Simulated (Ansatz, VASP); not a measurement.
## One calculation of Mo, two programs

```
Mo
1.0
    -1.58000    1.58000    1.58000
     1.58000   -1.58000    1.58000
     1.58000    1.58000   -1.58000
Mo
1
Direct
  0.00000 0.00000 0.00000
```

Alike in both runs: task single point; functional PBE; k mesh 18 × 18 × 18; occupations methfessel-paxton of order 1, width 0.1 eV; no spin polarisation.

```csv
,VASP,Ansatz
version,VASP 6.6.1,Ansatz 0.2.0
potentials or method,"VASP PAW PBE potentials, release 64 (Mo_sv)","scalar-relativistic, plane waves, PAW"
plane-wave cutoff (eV),520,420
valence electrons in the cell,14,14
```

VASP gave:

| Property | Result |
| --- | --- |
| gap on the k mesh at the Fermi level (eV) | none |
| pressure (GPa) | 0.6 |

Task: Which values does Ansatz return?

Result: gap on the k mesh at the Fermi level (eV): none; pressure (GPa): 0.0.

A gap of «none» marks a metal or a gap that the smearing closes.
